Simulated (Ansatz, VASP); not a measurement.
## Te2Mo: VASP beside Ansatz

Contents of INCAR:

```
PREC     = Accurate       # precision mode
ENCUT    = 520            # plane-wave cutoff, eV
EDIFF    = 1E-6           # SCF threshold, eV
ISMEAR   = 0              # smearing method
SIGMA    = 0.01           # smearing width, eV
LREAL    = False          # projectors in reciprocal space
LASPH    = True           # aspherical terms in the spheres
NELM     = 80             # most SCF steps
ALGO     = Normal         # electronic algorithm
ISIF     = 2              # what is computed and relaxed
LWAVE    = False          # write WAVECAR
LCHARG   = True           # write CHGCAR
GGA      = PE             # functional
LELF     = True           # ELF
LVHAR    = True         
NBANDS   = 20             # bands
```

The input KPOINTS:

```
Automatic mesh
0
Gamma
  6 6 6
```

POSCAR

```
Te2Mo
1.0
    1.7734078909      1.0238775232      7.1041367320
   -1.7734078909      1.0238775232      7.1041367320
    0.0000000000     -2.0477550464      7.1041367320
Mo Te
1 2
Direct
   -0.0000368534     -0.0000368534     -0.0000368534
    0.4174226658      0.4174226658      0.4174226658
    0.2492808544      0.2492808544      0.2492808544
```

Input for Ansatz:

```yaml
crystal:
  lattice:
    - [1.7734078909, 1.0238775232, 7.104136732]
    - [-1.7734078909, 1.0238775232, 7.104136732]
    - [0.0, -2.0477550464, 7.104136732]
  atoms:
    - { symbol: Mo, position: [-3.68534e-05, -3.68534e-05, -3.68534e-05] }
    - { symbol: Te, position: [0.4174226658, 0.4174226658, 0.4174226658] }
    - { symbol: Te, position: [0.2492808544, 0.2492808544, 0.2492808544] }
kpoints:
  mp_grid: { grid: [6, 6, 6] }
hamiltonian:
  xc: pbe
scf:
  occupations: { method: fixed }
output:
  optics:
    e_range: [0, 12]
    de: 0.05
    sigma: 0.1
    bands: { spectra_wanted_up_to: 12 }
    scissors: 0.377
```

Alike in both runs: task single point; functional PBE; k mesh 6 × 6 × 6; no spin polarisation.

|  | VASP | Ansatz |
| --- | --- | --- |
| version | VASP 6.6.1 | Ansatz 0.2.0 |
| potentials or method | VASP PAW PBE potentials, release 64 (Mo_sv, Te) | plane waves, PAW |
| plane-wave cutoff (eV) | 520 | 420 |
| occupations | gaussian, width 0.01 eV | fixed |
| valence electrons in the cell | 26 | 46 |

|  | VASP | Ansatz | Ansatz less VASP |
| --- | --- | --- | --- |
| gap on the k mesh at the Fermi level (eV) | 0.89 | 0.90 | +0.010 |

VASP's potentials hold 26 valence electrons a cell and Ansatz's 46, so a difference there can come from the potentials and not from the codes.

Spin-orbit coupling is off throughout.
